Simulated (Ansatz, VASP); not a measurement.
HgTe in VASP and in Ansatz

```
Hg Te
1.0
     0.00000    3.32480    3.32480
     3.32480    0.00000    3.32480
     3.32480    3.32480    0.00000
Hg Te
1 1
Direct
  0.00000 0.00000 0.00000
  0.75000 0.75000 0.75000
```

Alike in both runs: task single point; functional PBE; k mesh 16 × 16 × 16; occupations gaussian, width 0.15 eV; no spin polarisation.

```csv
,VASP,Ansatz
version,VASP 6.6.1,Ansatz 0.2.0
potentials or method,"VASP PAW PBE potentials, release 64 (Hg, Te), cutoff 520 eV","scalar-relativistic, plane waves, PAW"
valence electrons in the cell,18,36
```

Ansatz gave:

- gap on the k mesh at the Fermi level (eV): none
- pressure (GPa): 0.0

Question: What did VASP give for the same quantities?

Answer: gap on the k mesh at the Fermi level (eV): none; pressure (GPa): 0.1.

A gap of «none» marks a metal or a gap that the smearing closes. VASP's potentials hold 18 valence electrons a cell and Ansatz's 36, so a difference there can come from the potentials and not from the codes.

Spin-orbit coupling is off throughout.
